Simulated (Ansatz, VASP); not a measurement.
**Na4NbAlSi3O12 in VASP and in Ansatz**

```
Na Al Nb Si O
1.0
     4.50939    2.60350    7.31861
    -4.50939    2.60350    7.31861
     0.00000   -5.20699    7.31861
Na Al Nb Si O
8 2 2 6 24
Direct
  0.88216 0.62149 0.23725
  0.62149 0.23725 0.88216
  0.23725 0.88216 0.62149
  0.38216 0.73725 0.12149
  0.73725 0.12149 0.38216
  0.12149 0.38216 0.73725
  0.49440 0.49440 0.49440
  0.99440 0.99440 0.99440
  0.35327 0.35327 0.35327
  0.85327 0.85327 0.85327
  0.64571 0.64571 0.64571
  0.14571 0.14571 0.14571
  0.54587 0.96755 0.24551
  0.96755 0.24551 0.54587
  0.24551 0.54587 0.96755
  0.04587 0.74551 0.46755
  0.74551 0.46755 0.04587
  0.46755 0.04587 0.74551
  0.50985 0.14642 0.27731
  0.14642 0.27731 0.50985
  0.27731 0.50985 0.14642
  0.00985 0.77731 0.64642
  0.77731 0.64642 0.00985
  0.64642 0.00985 0.77731
  0.49184 0.85946 0.72398
  0.85946 0.72398 0.49184
  0.72398 0.49184 0.85946
  0.99184 0.22398 0.35946
  0.22398 0.35946 0.99184
  0.35946 0.99184 0.22398
  0.43627 0.22757 0.57099
  0.22757 0.57099 0.43627
  0.57099 0.43627 0.22757
  0.93627 0.07099 0.72757
  0.07099 0.72757 0.93627
  0.72757 0.93627 0.07099
  0.56224 0.77690 0.42395
  0.77690 0.42395 0.56224
  0.42395 0.56224 0.77690
  0.06224 0.92395 0.27690
  0.92395 0.27690 0.06224
  0.27690 0.06224 0.92395
```

Alike in both runs: task electric field gradients; functional PBE; k mesh 3 × 3 × 3; occupations fermi-dirac, width 0.02 eV; no spin polarisation.

|  | VASP | Ansatz |
| --- | --- | --- |
| version | VASP 6.6.1 | Ansatz 0.2.0 |
| potentials or method | VASP PAW PBE potentials, release 64 (Na_pv, Al, Nb_sv, Si, O) | plane-wave PAW, scalar-relativistic |
| plane-wave cutoff (eV) | 520 | 420 |
| valence electrons in the cell | 256 | 272 |

|  | VASP | Ansatz | Ansatz less VASP |
| --- | --- | --- | --- |
| gap on the k mesh at the Fermi level (eV) | 2.74 | 2.76 | +0.018 |
| pressure (GPa) | -2.0 | -2.0 | 0.00 |
| traceless stress, the component that is largest in VASP (GPa) | 0.36 | 0.40 | +0.042 |
| rms of the force components (eV/Å) | 0.152 | 0.143 | -0.0086 |
| size of Vzz on the site where it differs most (V/Å²) | 68.0 | 71.0 | +2.92 |

Atom by atom the forces differ by 0.027 eV/Å (rms over components). The functional is the same, so the differences come from potentials, cutoffs and numerics. VASP's potentials hold 256 valence electrons a cell and Ansatz's 272, so a difference there can come from the potentials and not from the codes.
